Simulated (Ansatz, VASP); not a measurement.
## IrPt2 in VASP and in Ansatz

```
Ir Pt
1.0
     4.49633    0.00000    0.00000
    -2.24816    3.89394    0.00000
     0.00000    0.00000    2.68370
Ir Pt
1 2
Direct
  0.00000 0.00000 0.50000
  0.33333 0.66667 0.00000
  0.66667 0.33333 0.00000
```

Alike in both runs: functional PBE; k mesh 6 × 6 × 5; occupations gaussian, width 0.2 eV; no spin polarisation.

Ansatz relaxed the structure, and its values are those at the end. VASP's run is a single point on that final structure, the one shown.

|  | VASP | Ansatz |
| --- | --- | --- |
| version | VASP 6.6.1 | Ansatz 0.2.0 |
| potentials or method | VASP PAW PBE potentials, release 64 (Ir, Pt), cutoff 500 eV | scalar-relativistic, plane waves, PAW |
| valence electrons in the cell | 29 | 53 |

```csv
,VASP,Ansatz,Ansatz less VASP
gap on the k mesh at the Fermi level (eV),none,none,-
pressure (GPa),-0.1,0.2,+0.28
```

A gap of «none» marks a metal or a gap that the smearing closes. VASP's potentials hold 29 valence electrons a cell and Ansatz's 53, so a difference there can come from the potentials and not from the codes.

The k mesh is coarse, so the values compare programs but aren't converged. Spin-orbit coupling is off throughout.
